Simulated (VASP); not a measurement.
# Ge (Cmcm) in VASP: further runs, part 2 of 3

VASP 6.6.1. Earlier steps stand in the parts before.

**3. Single point, PBEsol**

Contents of INCAR:

```
SYSTEM = Ge
ALGO = Normal
EDIFF = 1E-6
ENCUT = 500
GGA = PS
GGA_COMPAT = .FALSE.
ISIF = 2
ISMEAR = -1
LASPH = .TRUE.
LCHARG = .TRUE.
LELF = .TRUE.
LREAL = .FALSE.
LVHAR = .TRUE.
LWAVE = .FALSE.
NBANDS = 21
NELM = 120
PREC = Accurate
SIGMA = 0.15
```

Contents of KPOINTS:

```
k-points
0
G
  4 4 2
  0 0 0
```

Contents of POSCAR:

```
Ge
1.0
    1.4880529300     -2.5946896100      0.0000000000
    1.4880529300      2.5946896100      0.0000000000
    0.0000000000      0.0000000000      4.7275957900
Ge
2
Direct
    0.6665533705      0.3334466295      0.2500000005
    0.3334466295      0.6665533705      0.7499999995
```

Potentials or basis: VASP PAW PBE potentials, release 64 (Ge_d).

Run with:

```bash
> cat potpaw_PBE.64/Ge_d/POTCAR > POTCAR
> mpirun -np 1 vasp_std > vasp.out
```

OUTCAR:

```text
SYSTEM = Ge
   EDIFF = 1E-6
   ENCUT = 500
   GGA = PS
   ISIF = 2
   ISMEAR = -1
   LASPH = .TRUE.
   LREAL = .FALSE.
   NELM = 120
   PREC = Accurate

 ion  position               nearest neighbor table
   1  0.667  0.333  0.250-
   2  0.333  0.667  0.750-

  LATTYP: Found a base centered orthorhombic cell.
 ALAT       =     2.9761058600
 B/A-ratio  =     1.7436809926
 C/A-ratio  =     1.5885173486

  Lattice vectors:

 A1 = (   1.4880529300,  -2.5946896100,   0.0000000000)
 A2 = (   1.4880529300,   2.5946896100,   0.0000000000)
 A3 = (   0.0000000000,   0.0000000000,   4.7275957900)

Analysis of symmetry for initial positions (statically):
=====================================================================
 Subroutine PRICEL returns:
 Original cell was already a primitive cell.

 Routine SETGRP: Setting up the symmetry group for a
 base centered orthorhombic supercell.

 Subroutine GETGRP returns: Found  8 space group operations
 (whereof  4 operations were pure point group operations)
 out of a pool of  8 trial point group operations.

The static configuration has the point symmetry C_2h.
 The point group associated with its full space group is D_2h.

Analysis of symmetry for dynamics (positions and initial velocities):
=====================================================================
 Subroutine PRICEL returns:
 Original cell was already a primitive cell.

 Routine SETGRP: Setting up the symmetry group for a
 base centered orthorhombic supercell.

 Subroutine GETGRP returns: Found  8 space group operations
 (whereof  4 operations were pure point group operations)
 out of a pool of  8 trial point group operations.

The dynamic configuration has the point symmetry C_2h.
 The point group associated with its full space group is D_2h.

 Subroutine INISYM returns: Found  8 space group operations
 (whereof  4 operations are pure point group operations),
 and found     1 'primitive' translations

----------------------------------------------------------------------------------------

                                     Primitive cell

  volume of cell :      36.5068

  direct lattice vectors                    reciprocal lattice vectors
     1.488052930 -2.594689610  0.000000000     0.336009553 -0.192701277  0.000000000
     1.488052930  2.594689610  0.000000000     0.336009553  0.192701277  0.000000000
     0.000000000  0.000000000  4.727595790     0.000000000  0.000000000  0.211524006

  length of vectors
     2.991106099  2.991106099  4.727595790     0.387345068  0.387345068  0.211524006

  position of ions in fractional coordinates (direct lattice)
     0.666553370  0.333446630  0.250000001
     0.333446630  0.666553370  0.749999999

  ion indices of the primitive-cell ions
   primitive index   ion index
                 1           1
                 2           2

----------------------------------------------------------------------------------------

 KPOINTS: k-points

Automatic generation of k-mesh.
 Grid dimensions read from file:
 generate k-points for:    4    4    2

 Generating k-lattice:

  Cartesian coordinates                     Fractional coordinates (reciprocal lattice)
     0.084002388 -0.048175319  0.000000000     0.250000000  0.000000000  0.000000000
     0.084002388  0.048175319  0.000000000     0.000000000  0.250000000  0.000000000
     0.000000000  0.000000000  0.105762003     0.000000000  0.000000000  0.500000000

  Length of vectors
     0.096836267  0.096836267  0.105762003

  Shift w.r.t. Gamma in fractional coordinates (k-lattice)
     0.000000000  0.000000000  0.000000000

 Subroutine IBZKPT returns following result:
 ===========================================

 Found     14 irreducible k-points:

 Following reciprocal coordinates:
            Coordinates               Weight
  0.000000  0.000000  0.000000      1.000000
  0.250000 -0.000000  0.000000      4.000000
  0.500000 -0.000000  0.000000      2.000000
  0.250000  0.250000  0.000000      2.000000
  0.500000  0.250000  0.000000      4.000000
 -0.250000  0.250000  0.000000      2.000000
  0.500000  0.500000  0.000000      1.000000
  0.000000  0.000000  0.500000      1.000000
  0.250000 -0.000000  0.500000      4.000000
  0.500000 -0.000000  0.500000      2.000000
  0.250000  0.250000  0.500000      2.000000
  0.500000  0.250000  0.500000      4.000000
 -0.250000  0.250000  0.500000      2.000000
  0.500000  0.500000  0.500000      1.000000
   k-points           NKPTS =     14   k-points in BZ     NKDIM =     14   number of bands    NBANDS=     21
   number of dos      NEDOS =    301   number of ions     NIONS =      2
   total plane-waves  NPLWV =  20736
   dimension x,y,z NGX =    24 NGY =   24 NGZ =   36
   dimension x,y,z NGXF=    48 NGYF=   48 NGZF=   72
   ions per type =               2
   NGX,Y,Z   is equivalent  to a cutoff of  13.34, 13.34, 12.66 a.u.
   NGXF,Y,Z  is equivalent  to a cutoff of  26.68, 26.68, 25.32 a.u.
 SYSTEM =  Ge
   PREC   = accura    normal or accurate (medium, high low for compatibility)
   ISTART =      0    job   : 0-new  1-cont  2-samecut
   ICHARG =      2    charge: 1-file 2-atom 10-const
   ISPIN  =      1    spin polarized calculation?
   LNONCOLLINEAR =      F non collinear calculations
   LSORBIT =      F    spin-orbit coupling
   LASPH  =      T    aspherical Exc in radial PAW
   ENCUT  =  500.0 eV  36.75 Ry    6.06 a.u.   5.45  5.45  8.62*2*pi/ulx,y,z
   NELM   =    120;   NELMIN=  2; NELMDL= -5     # of ELM steps
   EDIFF  = 0.1E-05   stopping-criterion for ELM
   LREAL  =      F    real-space projection
   EDIFFG = 0.1E-04   stopping-criterion for IOM
   NSW    =      0    number of steps for IOM
   IBRION =     -1    ionic relax: 0-MD 1-quasi-New 2-CG
   NFREE  =      0    steps in history (QN), initial steepest desc. (CG)
   ISIF   =      2    stress and relaxation
   ISYM   =      2    0-nonsym 1-usesym 2-fastsym
   POTIM  = 0.5000    time-step for ionic-motion
   TEBEG  =    0.0;   TEEND  =   0.0 temperature during run
   PSTRESS=    0.0 pullay stress
   NELECT =      28.0000    total number of electrons
   NUPDOWN=      -1.0000    fix difference up-down
   EMIN   =  10.00;   EMAX   =-10.00  energy-range for DOS
   EFERMI =   0.00;   METHOD = LEGACY
   ISMEAR =    -1;   SIGMA  =   0.15  broadening in eV -4-tet -1-fermi 0-gaus
   EFERMI_NEDOS =   21; number of points for ismear=-14 and -15
   IALGO  =     38    algorithm
   IMIX   =      4    mixing-type and parameters
     AMIX     =   0.40;   BMIX     =  1.00
     AMIX_MAG =   1.60;   BMIX_MAG =  1.00
  volume/ion in A,a.u.               =      18.25       123.18
  Fermi-wavevector in a.u.,A,eV,Ry     =   1.498544  2.831837 30.553702  2.245634
  Thomas-Fermi vector in A             =   2.610289
   LORBIT       =      0    0 simple, 1 ext, 2 COOP (PROOUT), +10 PAW based schemes
   GGA     = PS    functional components
   LHFCALC =     F    Hartree Fock is set to
   AEXX    =    0.0000 exact exchange contribution
   IVDW    =     0    specifies the selected vdW correction
   LEPSILON=     F    determine dielectric tensor
   LRPA    =     F    only Hartree local field effects (RPA)
 non-spin polarized calculation
  energy-cutoff  :      500.00
  volume of cell :       36.51
 maximum number of plane-waves:       957
 NGX is ok and might be reduce to    24
   NGX = 11   NGY = 11   NGZ = 17

 number of electron      28.0000012 magnetization

 Free energy of the ion-electron system (eV)
  ---------------------------------------------------
  ext. energy  EPLUGINS =         0.00000000
  ---------------------------------------------------
  free energy    TOTEN  =        -9.49486016 eV

  energy without entropy =       -9.38651609  energy(sigma->0) =       -9.44068812

 E-fermi :   6.5245     XC(G=0): -11.6138

 val. band max:        6.4299758291   @ k =  -0.2500   0.2500   0.0000
 cond. band min:       6.5247071410   @ k =   0.2500  -0.0000   0.0000
 fundamental gap:      0.0947313119
 Fermi energy:         6.5245048568

 k-point     1 :       0.0000    0.0000    0.0000
  band No.  band energies     occupation
      1     -17.7258      2.00000
      2     -17.7134      2.00000
      3     -17.7098      2.00000
      4     -17.7061      2.00000
      5     -17.7005      2.00000
      6     -17.6973      2.00000
[... 310 lines left out ...]
      5     -17.6677      2.00000
      6     -17.6677      2.00000
[... 13 lines left out ...]
     20      15.6589      0.00000
     21      16.9684      0.00000

------------------------ aborting loop because EDIFF is reached ----------------------------------------

  FORCE on cell =-STRESS in cart. coord.  units (eV):
  Direction    XX          YY          ZZ          XY          YZ          ZX
  --------------------------------------------------------------------------------------
  -------------------------------------------------------------------------------------
  Total       -0.4282677     -0.4177359     -1.3387880      0.0000000      0.0000000      0.0000000
  in kB      -18.7954111    -18.3331998    -58.7554631      0.0000000      0.0000000      0.0000000
  external PRESSURE =     -31.9613580 kB  Pullay stress =       0.0000000 kB

 VOLUME and BASIS-vectors are now :
 -----------------------------------------------------------------------------
  energy-cutoff  :      500.00
  volume of cell :       36.51
      direct lattice vectors                 reciprocal lattice vectors
     1.488052930 -2.594689610  0.000000000     0.336009553 -0.192701277  0.000000000
     1.488052930  2.594689610  0.000000000     0.336009553  0.192701277  0.000000000
     0.000000000  0.000000000  4.727595790     0.000000000  0.000000000  0.211524006

 POSITION                                       TOTAL-FORCE (eV/Angst)
 -----------------------------------------------------------------------------------
      1.48805     -0.86431      1.18190         0.000000      0.005211      0.000000
      1.48805      0.86431      3.54570         0.000000     -0.005211     -0.000000
 -----------------------------------------------------------------------------------
    total drift:                               -0.000001      0.000000      0.000000

  FREE ENERGIE OF THE ION-ELECTRON SYSTEM (eV)
  ---------------------------------------------------
  free  energy   TOTEN  =        -9.4948601561 eV

  energy  without entropy=       -9.3865160923  energy(sigma->0) =       -9.44068812
```

OSZICAR:

```text
N       E                     dE             d eps       ncg     rms          rms(c)
DAV:   1     0.175992623340E+03    0.17599E+03   -0.14208E+04   689   0.376E+03
DAV:   2     0.138918566580E+02   -0.16210E+03   -0.15690E+03   593   0.610E+02
DAV:   3    -0.886807908181E+01   -0.22760E+02   -0.22549E+02   633   0.129E+02
DAV:   4    -0.953910841950E+01   -0.67103E+00   -0.67047E+00   691   0.253E+01
DAV:   5    -0.954861426762E+01   -0.95058E-02   -0.95052E-02   626   0.325E+00    0.175E+00
DAV:   6    -0.950987183902E+01    0.38742E-01   -0.40103E-02   830   0.338E+00    0.917E-01
DAV:   7    -0.949558097314E+01    0.14291E-01   -0.20339E-02   790   0.196E+00    0.114E-01
DAV:   8    -0.949484979782E+01    0.73118E-03   -0.17226E-03   676   0.759E-01    0.356E-02
DAV:   9    -0.949485903733E+01   -0.92395E-05   -0.38375E-05   638   0.700E-02    0.874E-03
DAV:  10    -0.949486038922E+01   -0.13519E-05   -0.10108E-06   490   0.138E-02    0.603E-04
DAV:  11    -0.949486015609E+01    0.23312E-06   -0.21535E-07   374   0.541E-03
   1 F= -.94948602E+01 E0= -.94406881E+01  d E =-.108344E+00
```

stdout:

```text
POSCAR found type information on POSCAR Ge
 POSCAR found :  1 types and       2 ions
 scaLAPACK will be used
 -----------------------------------------------------------------------------
|                                                                             |
|                                                                             |
|     You enforced a specific xc type in the INCAR file but a different       |
|     I HOPE YOU KNOW WHAT YOU ARE DOING!                                     |
|                                                                             |
 -----------------------------------------------------------------------------

 LDA part: xc-table for (Slater+PW92), standard interpolation
 POSCAR, INCAR and KPOINTS ok, starting setup
 FFT: planning ... GRIDC
 FFT: planning ... GRID_SOFT
 FFT: planning ... GRID
 WAVECAR not read
 entering main loop
```

Run time: 7.6 s. Hardware: 1 thread of Intel Xeon 6975P-C, shared host; peak memory 0.15 GiB.

What came out:

| Property | Result |
| --- | --- |
| Free energy | -9.4949 eV |
| Pressure | -3.2 GPa |
| Largest force | 0.005 eV/Å |
| Band gap on the k mesh | zero (band 14 reaches 13.50 eV, above the bottom of band 15 at 5.46 eV) |

Forces in eV/Å, atoms in the order of the input:
```
Ge   0.000  0.005  0.000
Ge   0.000 -0.005  0.000
```

Caveat: the k points lie up to 0.66 Å⁻¹ apart; the PAW data sets were made with another functional, which shifts forces and pressure a little.

**4. Single point, PBEsol**

Contents of INCAR:

```
PREC = Accurate
ENCUT = 500
EDIFF = 1E-6
ISMEAR = -1
SIGMA = 0.15
LREAL = F
LASPH = T
NELM = 120
ALGO = Normal
ISIF = 2
LWAVE = F
LCHARG = F
GGA = PS
NBANDS = 21
GGA_COMPAT = F
```

Contents of KPOINTS:

```
regular mesh
0
Gamma
  5 5 3
```

POSCAR is that of step 3.

Run with:

```bash
> cat potpaw_PBE.64/Ge_d/POTCAR > POTCAR
> mpirun -np 1 vasp_std > vasp.out
```

Wall time 9.5 s (1 thread of Intel Xeon 6975P-C, shared host); peak memory 0.15 GiB.

The run converged. Its results:

```
Free energy            : -9.2866 eV
Pressure               : 1.4 GPa
Largest force          : 0.006 eV/Å
Band gap on the k mesh : zero (band 14 reaches 13.52 eV, above the bottom of band 15 at 5.72 eV)
```

Forces on the atoms (eV/Å):
```
Ge   0.000 -0.006  0.000
Ge   0.000  0.006  0.000
```

Stress tensor (GPa, compression positive):
```
 0.29  0.00  0.00
 0.00 -0.34  0.00
 0.00  0.00  4.12
```

Levels at points of the mesh, in eV from the Fermi level:
```tsv
k point	band 11	band 12	band 13	band 14	band 15	band 16	band 17	band 18
(0.00, 0.00, 0.00)	-13.24	-7.34	-5.41	6.73	6.85	8.82	8.93	10.24
```

Caveat: the k points lie up to 0.49 Å⁻¹ apart; the PAW data sets were made with another functional, which shifts forces and pressure a little.

**5. Single point, PBEsol**

Contents of INCAR:

```
SYSTEM = Ge
PREC     = Accurate       ! precision mode
ENCUT    = 500            ! plane-wave cutoff, eV
EDIFF    = 1E-6           ! SCF threshold, eV
ISMEAR   = -1             ! smearing method
SIGMA    = 0.15           ! smearing width, eV
LREAL    = .False.        ! projectors in reciprocal space
LASPH    = .True.         ! aspherical terms in the spheres
NELM     = 120            ! most SCF steps
ALGO     = Normal         ! electronic algorithm
ISIF     = 2              ! what is computed and relaxed
LWAVE    = .False.        ! write WAVECAR
LCHARG   = .False.        ! write CHGCAR
GGA      = PS             ! functional
NBANDS   = 21             ! bands
GGA_COMPAT= .False.
```

Contents of KPOINTS:

```
Automatic mesh
0
Gamma
  7 7 4
  0 0 0
```

POSCAR is that of step 4.

Run with:

```bash
> cat potpaw_PBE.64/Ge_d/POTCAR > POTCAR
> mpirun -np 1 vasp_std > vasp.out
```

Run time: 16 s. Hardware: 1 thread of Intel Xeon 6975P-C, shared host; peak memory 0.17 GiB.

The run converged. Its results:

```
Free energy            : -9.3236 eV
Pressure               : 1.3 GPa
Largest force          : 0.010 eV/Å
Band gap on the k mesh : zero (band 14 reaches 13.73 eV, above the bottom of band 15 at 5.34 eV)
```

Forces on the atoms (eV/Å):
```
Ge   0.000  0.010  0.000
Ge   0.000 -0.010  0.000
```

Stress tensor (GPa, compression positive):
```
0.69 0.00 0.00
0.00 1.55 0.00
0.00 0.00 1.80
```

Levels at points of the mesh, in eV from the Fermi level:
```csv
k point,band 10,band 11,band 12,band 13,band 14,band 15,band 16,band 17,band 18,band 19
"(0.00, 0.00, 0.00)",-24.50,-13.42,-7.53,-5.59,6.55,6.67,8.64,8.75,10.06,11.35
"(0.00, 0.00, 0.50)",-24.53,-11.75,-11.75,1.83,1.83,7.70,7.70,7.81,7.81,12.65
```

Caveat: the PAW data sets were made with another functional, which shifts forces and pressure a little.

(Part 2 of 3 ends here.)
